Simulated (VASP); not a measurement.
Write the native input for VASP 6.6.1 that does the following.

| Quantity | Value |
| --- | --- |
| Task | single point |
| Functional | PBE |
| Potentials or basis | VASP PAW PBE potentials, release 64 (Y_sv, Nb_sv, Tl_d) |
| Cutoff | 520 eV |
| k mesh | 4 × 4 × 4 |
| Occupations | gaussian, width 0.1 eV |
| Spin | collinear spin |
| Starting moments | [0.0, 0.0, 1.0, 1.0, 0.0, 0.0] μB |
| Dipole correction | no |
| Further INCAR settings | ALGO = Normal; EDIFF = 1e-07; NBANDS = 50 |

The structure of YNbTl lies in POSCAR:

```
YNbTl
1.0
    4.5412051314      0.0000000000      0.0000000000
    0.0000000000      4.5412051314      0.0000000000
    0.0000000000      0.0000000000      7.3833366631
Y Nb Tl
2 2 2
Direct
    0.0000000000      0.5000000000      0.6888933771
    0.5000000000      0.0000000000      0.3111066229
    0.0000000000      0.5000000000      0.2725113455
    0.5000000000      0.0000000000      0.7274886545
    0.0000000000      0.0000000000      0.0000000000
    0.5000000000      0.5000000000      0.0000000000
```

The cell was generated, and may not be a known phase.

The input as run:

INCAR

```
ALGO = Normal
EDIFF = 1E-7
ENCUT = 520
GGA = PE
ISIF = 2
ISMEAR = 0
ISPIN = 2
LASPH = T
LCHARG = T
LELF = T
LMAXMIX = 4
LORBIT = 11
LREAL = F
LVHAR = T
LWAVE = F
MAGMOM = 0 0 1 1 0 0
NBANDS = 50
NELM = 150
PREC = Accurate
SIGMA = 0.1
```

KPOINTS

```
k-points
0
Gamma
  4 4 4
```

Potentials or basis: VASP PAW PBE potentials, release 64 (Y_sv, Nb_sv, Tl_d).

Run with:

```sh
$ cat potpaw_PBE.64/Y_sv/POTCAR potpaw_PBE.64/Nb_sv/POTCAR potpaw_PBE.64/Tl_d/POTCAR > POTCAR
$ mpirun -np 1 vasp_std > vasp.out
```

It gave:

| Property | Result |
| --- | --- |
| Pressure | -0.1 GPa |
| Largest force | 0.006 eV/Å |
| Net moment | 0.38 μB per cell |
| Site moments | Y +0.01; Nb +0.14; Tl -0.00 μB |
| Valence electrons inside the program's atomic spheres | Y 9.55; Nb 10.64; Tl 11.42 |

Caveat: a moment this small can come from the mesh or the smearing.

It took 5.9 min on 1 thread of AMD EPYC 7R13 Processor (Zen 3), on a shared host, peak memory 0.41 GiB.
